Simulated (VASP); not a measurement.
Write the native input for VASP 6.6.1 that does the following.

```yaml
Task: single point
Functional: PBE
Potentials_or_basis: VASP PAW PBE potentials, release 64 (C, O, H)
Cutoff: 520 eV
k_mesh: 2 × 2 × 1
Occupations: gaussian, width 0.05 eV
Spin: no spin polarisation
Dipole_correction: no
Further_INCAR_settings: LREAL = Auto; ALGO = Normal; EDIFF = 1e-07; NBANDS = 56
```

The structure of H2C18O lies in POSCAR:

```
H2C18O
1.0
    7.3980000000      0.0000000000      0.0000000000
   -3.6990000000      6.4068560000      0.0000000000
    0.0000000000      0.0000000000     11.0000000000
C O H
18 1 2
Direct
    0.0115622596      0.0031410102      0.0654272727
    0.2353965635      0.1150534677      0.0655022727
    0.0119130397      0.3386362984      0.0653075455
    0.2351244985      0.4502676508      0.0654103636
    0.0137557650      0.6717099620      0.0654411818
    0.2332787348      0.7814093215      0.0654937273
    0.3450878592      0.0052070782      0.0656151818
    0.5684328213      0.1168256318      0.0657360909
    0.3470423148      0.3383525398      0.0655020000
    0.5665815369      0.4481936226      0.0655996364
    0.3449189613      0.6698057518      0.0654724545
    0.5687471056      0.7817069714      0.0654724545
    0.6804581394      0.0049070870      0.0654518182
    0.8999897232      0.1147875026      0.0653401818
    0.6783219338      0.3365841218      0.0657059091
    0.9022569350      0.4484954867      0.0654021818
    0.6785735646      0.6720208789      0.0654922727
    0.9018245764      0.7836231999      0.0654719091
    0.7186358114      0.1947168783      0.3891573636
    0.6795270583      0.2755566849      0.4410718182
    0.6640123134      0.2011727749      0.3100174545
```

These files were run (other wordings do the same):

INCAR

```
PREC = Accurate
ENCUT = 520
EDIFF = 1E-7
ISMEAR = 0
SIGMA = 0.05
LREAL = Auto
LASPH = True
NELM = 80
ALGO = Normal
ISIF = 2
LWAVE = False
LCHARG = False
GGA = PE
NBANDS = 56
```

KPOINTS

```
Automatic mesh
0
Gamma
  2 2 1
```

Potentials or basis: VASP PAW PBE potentials, release 64 (C, O, H).

Run with:

```bash
$ cat potpaw_PBE.64/C/POTCAR potpaw_PBE.64/O/POTCAR potpaw_PBE.64/H/POTCAR > POTCAR
$ mpirun -np 1 vasp_std > vasp.out
```

It gave:

The largest force is 0.137 eV/Å. The band gap on the k mesh is 0.21 eV, direct.

Caveat: the k points lie up to 0.49 Å⁻¹ apart.

Wall time 2.6 min on 1 thread of Intel(R) Xeon(R) 6975P-C (Granite Rapids), on a shared host, peak memory 0.6 GiB.
